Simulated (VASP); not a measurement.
# CdH6 (F-43m) in VASP: a series of runs

Runs on CdH6. Level: PBE. Tasks: single point, relaxation of cell and atoms.

All numbers are computed with VASP 6.6.1; they aren't measurements. Logs are shortened: lines on timing, memory, paths and dates and some standing lists are left out, and cuts for length are marked.

**1. The cell of the first run**

It takes space group F-43m (No. 216, cubic). The conventional cell has a = 6.035 Å, b = 6.035 Å, c = 6.035 Å, α = 90.00°, β = 90.00°, γ = 90.00°. Within 2.9 Å of Cd (site symmetry -43m) lie 12 H at 2.20 Å. H (site symmetry 2mm) has 4 H at 1.38 Å within 1.8 Å.

**2. Single point, PBE**

Input file INCAR:

```
SYSTEM = CdH6
PREC = Accurate
ENCUT = 520
EDIFF = 1E-6
ISMEAR = 0
SIGMA = 0.02
LREAL = .False.
LASPH = .True.
NELM = 80
ALGO = Normal
ISIF = 2
LWAVE = .False.
LCHARG = .False.
GGA = PE
NBANDS = 18
```

Input file KPOINTS:

```
Automatic mesh
0
Gamma
  8 8 8
  0 0 0
```

Input file POSCAR:

```
CdH6
1.0
    0.0000000000      3.0176622675      3.0176622675
    3.0176622675      0.0000000000      3.0176622675
    3.0176622675      3.0176622675      0.0000000000
Cd H
1 6
Direct
    0.5000000000      0.5000000000      0.5000000000
    0.5881827082      0.9118172918      0.9118172918
    0.9118172918      0.5881827082      0.5881827082
    0.9118172918      0.9118172918      0.5881827082
    0.5881827082      0.5881827082      0.9118172918
    0.5881827082      0.9118172918      0.5881827082
    0.9118172918      0.5881827082      0.9118172918
```

Potentials or basis: VASP PAW PBE potentials, release 64 (Cd, H).

On the command line:

```
cat potpaw_PBE.64/Cd/POTCAR potpaw_PBE.64/H/POTCAR > POTCAR
mpirun -np 1 vasp_std > vasp.out
```

OUTCAR:

```text
SYSTEM = CdH6
   PREC = Accurate
   ENCUT = 520
   EDIFF = 1E-6
   ISMEAR = 0
   LREAL = .False.
   LASPH = .True.
   NELM = 80
   ISIF = 2
   GGA = PE

 ion  position               nearest neighbor table
   1  0.500  0.500  0.500-   3 2.20   5 2.20   6 2.20   2 2.20   5 2.20   7 2.20   2 2.20   4 2.20
                             6 2.20   3 2.20   4 2.20   7 2.20
   2  0.588  0.912  0.912-   1 2.20   1 2.20
   3  0.912  0.588  0.588-   1 2.20   1 2.20
   4  0.912  0.912  0.588-   1 2.20   1 2.20
   5  0.588  0.588  0.912-   1 2.20   1 2.20
   6  0.588  0.912  0.588-   1 2.20   1 2.20
   7  0.912  0.588  0.912-   1 2.20   1 2.20

  LATTYP: Found a face centered cubic cell.
 ALAT       =     6.0353245350

  Lattice vectors:

 A1 = (   0.0000000000,   3.0176622675,   3.0176622675)
 A2 = (   3.0176622675,   0.0000000000,   3.0176622675)
 A3 = (   3.0176622675,   3.0176622675,   0.0000000000)

Analysis of symmetry for initial positions (statically):
=====================================================================
 Subroutine PRICEL returns:
 Original cell was already a primitive cell.

 Routine SETGRP: Setting up the symmetry group for a
 face centered cubic supercell.

 Subroutine GETGRP returns: Found 24 space group operations
 (whereof 24 operations were pure point group operations)
 out of a pool of 48 trial point group operations.

The static configuration has the point symmetry T_d .

Analysis of symmetry for dynamics (positions and initial velocities):
=====================================================================
 Subroutine PRICEL returns:
 Original cell was already a primitive cell.

 Routine SETGRP: Setting up the symmetry group for a
 face centered cubic supercell.

 Subroutine GETGRP returns: Found 24 space group operations
 (whereof 24 operations were pure point group operations)
 out of a pool of 48 trial point group operations.

The dynamic configuration has the point symmetry T_d .

 Subroutine INISYM returns: Found 24 space group operations
 (whereof 24 operations are pure point group operations),
 and found     1 'primitive' translations

----------------------------------------------------------------------------------------

                                     Primitive cell

  volume of cell :      54.9594
[... 96 lines left out ...]
   LASPH  =      T    aspherical Exc in radial PAW
   ENCUT  =  520.0 eV  38.22 Ry    6.18 a.u.   7.93  7.93  7.93*2*pi/ulx,y,z
   NELM   =     80;   NELMIN=  2; NELMDL= -5     # of ELM steps
   EDIFF  = 0.1E-05   stopping-criterion for ELM
   LREAL  =      F    real-space projection
   EDIFFG = 0.1E-04   stopping-criterion for IOM
   NSW    =      0    number of steps for IOM
   IBRION =     -1    ionic relax: 0-MD 1-quasi-New 2-CG
   NFREE  =      0    steps in history (QN), initial steepest desc. (CG)
   ISIF   =      2    stress and relaxation
   ISYM   =      2    0-nonsym 1-usesym 2-fastsym
   POTIM  = 0.5000    time-step for ionic-motion
   TEBEG  =    0.0;   TEEND  =   0.0 temperature during run
   PSTRESS=    0.0 pullay stress
   NELECT =      18.0000    total number of electrons
   NUPDOWN=      -1.0000    fix difference up-down
   EMIN   =  10.00;   EMAX   =-10.00  energy-range for DOS
   EFERMI =   0.00;   METHOD = LEGACY
   ISMEAR =     0;   SIGMA  =   0.02  broadening in eV -4-tet -1-fermi 0-gaus
   EFERMI_NEDOS =   21; number of points for ismear=-14 and -15
   IALGO  =     38    algorithm
   IMIX   =      4    mixing-type and parameters
     AMIX     =   0.40;   BMIX     =  1.00
     AMIX_MAG =   1.60;   BMIX_MAG =  1.00
  volume/ion in A,a.u.               =       7.85        52.98
  Fermi-wavevector in a.u.,A,eV,Ry     =   1.128457  2.132475 17.325867  1.273415
  Thomas-Fermi vector in A             =   2.265147
   LORBIT       =      0    0 simple, 1 ext, 2 COOP (PROOUT), +10 PAW based schemes
   GGA     = PE    functional components
   LHFCALC =     F    Hartree Fock is set to
   AEXX    =    0.0000 exact exchange contribution
   IVDW    =     0    specifies the selected vdW correction
   LEPSILON=     F    determine dielectric tensor
   LRPA    =     F    only Hartree local field effects (RPA)
 non-spin polarized calculation
 Gauss-broadening in eV      SIGMA  =   0.02
  energy-cutoff  :      520.00
  volume of cell :       54.96
 maximum number of plane-waves:      1494
   NGX = 15   NGY = 15   NGZ = 15

 number of electron      17.9999994 magnetization

 Free energy of the ion-electron system (eV)
  ---------------------------------------------------
  ext. energy  EPLUGINS =         0.00000000
  ---------------------------------------------------
  free energy    TOTEN  =       -15.37924162 eV

  energy without entropy =      -15.37924162  energy(sigma->0) =      -15.37924162

 E-fermi :  -0.0662     XC(G=0):  -9.0627

 val. band max:       -0.2199772403   @ k =   0.0000   0.0000   0.0000
 cond. band min:       0.9903728832   @ k =   0.5000   0.5000   0.0000
 fundamental gap:      1.2103501235
 Fermi energy:        -0.0662468698

 k-point     1 :       0.0000    0.0000    0.0000
  band No.  band energies     occupation
      1     -11.5526      2.00000
      2      -8.4354      2.00000
      3      -8.4354      2.00000
      4      -8.4354      2.00000
      5      -8.0930      2.00000
      6      -8.0930      2.00000
[... 481 lines left out ...]
      5      -8.0246      2.00000
      6      -7.4601      2.00000
[... 10 lines left out ...]
     17      12.6676      0.00000
     18      13.9351      0.00000

 [... further k-points ...]
[... 5 lines left out ...]
  --------------------------------------------------------------------------------------
  -------------------------------------------------------------------------------------
  Total        0.0270405      0.0270405      0.0270405      0.0000000     -0.0000000     -0.0000000
  in kB        0.7882856      0.7882856      0.7882856      0.0000000     -0.0000000     -0.0000000
  external PRESSURE =       0.7882856 kB  Pullay stress =       0.0000000 kB

 VOLUME and BASIS-vectors are now :
 -----------------------------------------------------------------------------
  energy-cutoff  :      520.00
  volume of cell :       54.96
      direct lattice vectors                 reciprocal lattice vectors
     0.000000000  3.017662267  3.017662267    -0.165691173  0.165691173  0.165691173
     3.017662267  0.000000000  3.017662267     0.165691173 -0.165691173  0.165691173
     3.017662267  3.017662267  0.000000000     0.165691173  0.165691173 -0.165691173

 POSITION                                       TOTAL-FORCE (eV/Angst)
 -----------------------------------------------------------------------------------
      3.01766      3.01766      3.01766        -0.000000     -0.000000     -0.000000
      5.50311      4.52649      4.52649         0.007013     -0.000000     -0.000000
      3.54987      4.52649      4.52649        -0.007013     -0.000000     -0.000000
      4.52649      4.52649      5.50311        -0.000000     -0.000000      0.007013
      4.52649      4.52649      3.54987        -0.000000     -0.000000     -0.007013
      4.52649      3.54987      4.52649        -0.000000     -0.007013     -0.000000
      4.52649      5.50311      4.52649        -0.000000      0.007013     -0.000000
 -----------------------------------------------------------------------------------
    total drift:                               -0.000000     -0.000000     -0.000000

  FREE ENERGIE OF THE ION-ELECTRON SYSTEM (eV)
  ---------------------------------------------------
  free  energy   TOTEN  =       -15.3792416226 eV

  energy  without entropy=      -15.3792416226  energy(sigma->0) =      -15.37924162
```

OSZICAR:

```text
N       E                     dE             d eps       ncg     rms          rms(c)
DAV:   1     0.834883757479E+02    0.83488E+02   -0.81886E+03  1044   0.888E+02
DAV:   2    -0.135193344549E+02   -0.97008E+02   -0.90497E+02  1144   0.222E+02
DAV:   3    -0.165804664954E+02   -0.30611E+01   -0.30443E+01  1234   0.417E+01
DAV:   4    -0.165902533813E+02   -0.97869E-02   -0.97835E-02  1146   0.227E+00
DAV:   5    -0.165902938055E+02   -0.40424E-04   -0.40424E-04  1192   0.136E-01    0.654E+00
DAV:   6    -0.155024113115E+02    0.10879E+01   -0.10770E+00  1122   0.148E+01    0.574E+00
DAV:   7    -0.153745007560E+02    0.12791E+00   -0.52072E-01  1102   0.460E+00    0.223E+00
DAV:   8    -0.153775783669E+02   -0.30776E-02   -0.49740E-02  1150   0.219E+00    0.423E-01
DAV:   9    -0.153790733038E+02   -0.14949E-02   -0.23239E-03  1096   0.541E-01    0.936E-02
DAV:  10    -0.153792071724E+02   -0.13387E-03   -0.57985E-04  1088   0.247E-01    0.409E-02
DAV:  11    -0.153792475496E+02   -0.40377E-04   -0.75847E-05  1110   0.588E-02    0.118E-02
DAV:  12    -0.153792410212E+02    0.65284E-05   -0.16378E-05  1224   0.490E-02    0.738E-03
DAV:  13    -0.153792416226E+02   -0.60137E-06   -0.13761E-06  1080   0.819E-03
   1 F= -.15379242E+02 E0= -.15379242E+02  d E =-.144898E-29
```

stdout:

```text
POSCAR found type information on POSCAR CdH
 POSCAR found :  2 types and       7 ions
 scaLAPACK will be used
 LDA part: xc-table for (Slater+PW92), standard interpolation
 POSCAR, INCAR and KPOINTS ok, starting setup
 FFT: planning ... GRIDC
 FFT: planning ... GRID_SOFT
 FFT: planning ... GRID
 WAVECAR not read
 entering main loop
```

Wall time 40 s (1 thread of Intel Xeon Platinum 8259CL at 2.50GHz (Skylake/Cascade Lake), shared host); peak memory 0.17 GiB.

What came out:

```yaml
Free_energy: -15.3792 eV
Pressure: 0.1 GPa
Largest_force: 0.007 eV/Å
Band_gap_on_the_k_mesh: 1.21 eV, indirect (least direct gap 1.43 eV)
```

Forces in eV/Å, atoms in the order of the input:
```
Cd   0.000  0.000  0.000
H    0.007  0.000  0.000
H   -0.007  0.000  0.000
H    0.000  0.000  0.007
H    0.000  0.000 -0.007
H    0.000 -0.007  0.000
H    0.000  0.007  0.000
```

Levels at points of the mesh, in eV from the valence-band top:
| k point | band 5 | band 6 | band 7 | band 8 | band 9 | band 10 | band 11 | band 12 | band 13 | band 14 |
| --- | --- | --- | --- | --- | --- | --- | --- | --- | --- | --- |
| (0.00, 0.00, 0.00) | -7.87 | -7.87 | 0.00 | 0.00 | 0.00 | 1.43 | 5.94 | 5.94 | 6.01 | 6.01 |
| (0.50, 0.00, 0.00) | -7.79 | -7.38 | -4.91 | -0.85 | -0.85 | 2.72 | 3.98 | 3.98 | 8.51 | 9.38 |
| (0.50, 0.50, 0.00) | -7.76 | -7.32 | -4.29 | -2.28 | -2.28 | 1.21 | 3.91 | 6.16 | 9.52 | 11.01 |

A k mesh can miss the band edges.

**3. Relaxation of cell and atoms, PBE**

This run uses another cell than the first one, of 7.88 Å³/atom, 1.004 times its volume.

Input file INCAR:

```
SYSTEM = CdH6
ALGO     = Normal         ! electronic algorithm
EDIFF    = 1E-6           ! SCF threshold, eV
EDIFFG   = -0.01          ! ionic threshold
ENCUT    = 600            ! plane-wave cutoff, eV
GGA      = PE             ! functional
IBRION   = 2              ! ionic algorithm
ISIF     = 3              ! what is computed and relaxed
ISMEAR   = 0              ! smearing method
LASPH    = .TRUE.         ! aspherical terms in the spheres
LCHARG   = .FALSE.        ! write CHGCAR
LREAL    = .FALSE.        ! projectors in reciprocal space
LWAVE    = .FALSE.        ! write WAVECAR
NELM     = 80             ! most SCF steps
NSW      = 100            ! ionic steps
PREC     = Accurate       ! precision mode
SIGMA    = 0.02           ! smearing width, eV
```

Input file KPOINTS:

```
k-points
0
G
  8 8 8
  0 0 0
```

Input file POSCAR:

```
CdH6
1.0
    0.0000000000      3.0216488473      3.0216488473
    3.0216488473      0.0000000000      3.0216488473
    3.0216488473      3.0216488473      0.0000000000
Cd H
1 6
Direct
    0.5000000000      0.5000000000      0.5000000000
    0.5883841922      0.9116158078      0.9116158078
    0.9116158078      0.5883841922      0.5883841922
    0.9116158078      0.9116158078      0.5883841922
    0.5883841922      0.5883841922      0.9116158078
    0.5883841922      0.9116158078      0.5883841922
    0.9116158078      0.5883841922      0.9116158078
```

Potentials or basis: VASP PAW PBE potentials, release 64 (Cd, H).

On the command line:

```
cat potpaw_PBE.64/Cd/POTCAR potpaw_PBE.64/H/POTCAR > POTCAR
mpirun -np 1 vasp_std > vasp.out
```

Wall time 51 s (1 thread of Intel Xeon Platinum 8259CL at 2.50GHz (Skylake/Cascade Lake), shared host); peak memory 0.21 GiB.

The run converged. Its results:

- Free energy: -15.3816 eV
- Pressure after relaxing: 0.0 GPa
- Band gap on the k mesh: 1.23 eV, indirect (least direct gap 1.42 eV)

Forces in eV/Å, atoms in the order of the input:
```
Cd   0.000  0.000  0.000
H    0.002  0.000  0.000
H   -0.002  0.000  0.000
H    0.000  0.000  0.002
H    0.000  0.000 -0.002
H    0.000 -0.002  0.000
H    0.000  0.002  0.000
```

Final structure:
```
CELL_PARAMETERS angstrom
0.00000 3.02165 3.02165
3.02165 0.00000 3.02165
3.02165 3.02165 0.00000
ATOMIC_POSITIONS crystal
Cd 0.50000 0.50000 0.50000
H 0.58838 0.91162 0.91162
H 0.91162 0.58838 0.58838
H 0.91162 0.91162 0.58838
H 0.58838 0.58838 0.91162
H 0.58838 0.91162 0.58838
H 0.91162 0.58838 0.91162
```

Levels at points of the mesh, in eV from the valence-band top:
```csv
k point,band 7,band 8,band 9,band 10,band 11,band 12
"(0.00, 0.00, 0.00)",0.00,0.00,0.00,1.42,5.94,5.94
"(0.50, 0.00, 0.00)",-4.89,-0.84,-0.84,2.71,3.99,3.99
"(0.50, 0.50, 0.00)",-4.27,-2.26,-2.26,1.23,3.90,6.16
```

Caveat: the relaxation stopped at its first step, so nothing moved. A k mesh can miss the band edges.
